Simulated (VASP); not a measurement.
AlN, 4 atoms in the cell. It takes space group P6_3/mmc (No. 194, hexagonal). The conventional cell has a = 3.262 Å, b = 3.262 Å, c = 4.306 Å, α = 90.00°, β = 90.00°, γ = 120.00°. Within 2.5 Å of Al (site symmetry -6m2) lie 5 N at 1.88 to 2.15 Å. N (site symmetry -6m2) has 5 Al at 1.88 to 2.15 Å within 2.5 Å. 

```yaml
Program: VASP 6.6.1
Task: single point
Functional: PBEsol
Potentials_or_basis: VASP PAW PBE potentials, release 64 (Al, N)
Cutoff: 520 eV
k_mesh: 9 × 9 × 6
Occupations: gaussian, width 0.05 eV
Spin: no spin polarisation
Dipole_correction: no
Further_INCAR_settings: ALGO = Normal; EDIFF = 1e-07; NBANDS = 16
```

Potentials or basis: VASP PAW PBE potentials, release 64 (Al, N).

Launch:

```bash
$ cat potpaw_PBE.64/Al/POTCAR potpaw_PBE.64/N/POTCAR > POTCAR
$ mpirun -np 1 vasp_std > vasp.out
```

Hardware: 1 thread of Intel Xeon 6975P-C (shared host).

Question: Estimate the wall time of this run.

Answer: Wall time 16 s on 1 thread of Intel Xeon 6975P-C, on a shared host, peak memory 0.16 GiB. Counts: scf iterations 14, k points 48.
